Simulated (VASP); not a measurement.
A run of VASP 6.6.1 is set up as follows.

File POSCAR:

```
BN
1.0
    0.0000000000      3.1967055023      2.1001085250
    1.2144304048      0.0000000000      2.1001085250
    1.2144304048      3.1967055023      0.0000000000
B N
1 1
Direct
    0.0001189479      0.0001189479      0.9998810521
    0.6665810421      0.6665810421      0.3334189579
```

File INCAR.step1:

```
PREC = Accurate
ENCUT = 520
EDIFF = 1E-5
ISMEAR = 0
SIGMA = 0.01
LREAL = False
LASPH = True
NELM = 120
ALGO = Normal
ISIF = 2
LWAVE = True
LCHARG = False
NBANDS = 11
GGA = PE
GGA_COMPAT = False
```

Contents of INCAR.step2:

```
PREC = Accurate
ENCUT = 520
EDIFF = 1E-6
ISMEAR = 0
SIGMA = 0.01
LREAL = False
LASPH = True
NELM = 120
ALGO = Normal
ISIF = 2
LWAVE = False
LCHARG = False
GGA = PE
LHFCALC = True
HFSCREEN = 0.2079
PRECFOCK = Normal
NBANDS = 11
ISTART = 1
GGA_COMPAT = False
```

File KPOINTS:

```
Automatic mesh
0
Gamma
  8 8 8
```

Potentials or basis: VASP PAW PBE potentials, release 64 (B, N).

Launch:

```bash
$ cat potpaw_PBE.64/B/POTCAR potpaw_PBE.64/N/POTCAR > POTCAR
$ cp INCAR.step1 INCAR
$ mpirun -np 1 vasp_std > vasp.out
$ cp INCAR.step2 INCAR
$ mpirun -np 1 vasp_std > vasp.out
```

Task: Estimate the band gap on the k mesh.

Result: 4.67 eV (least direct gap 6.39 eV).

Task: Estimate the pressure.

Result: 26.2 GPa.

Stress tensor (GPa, compression positive):
```
37.21  0.00  0.00
 0.00  4.35  0.00
 0.00  0.00 37.11
```

Caveat: the cell differs from its parent crystal (strain -2.9%); the stress differs along the axes, from 4 to 37 GPa; the PAW data sets were made with another functional, which shifts forces and pressure a little. A k mesh can miss the band edges.
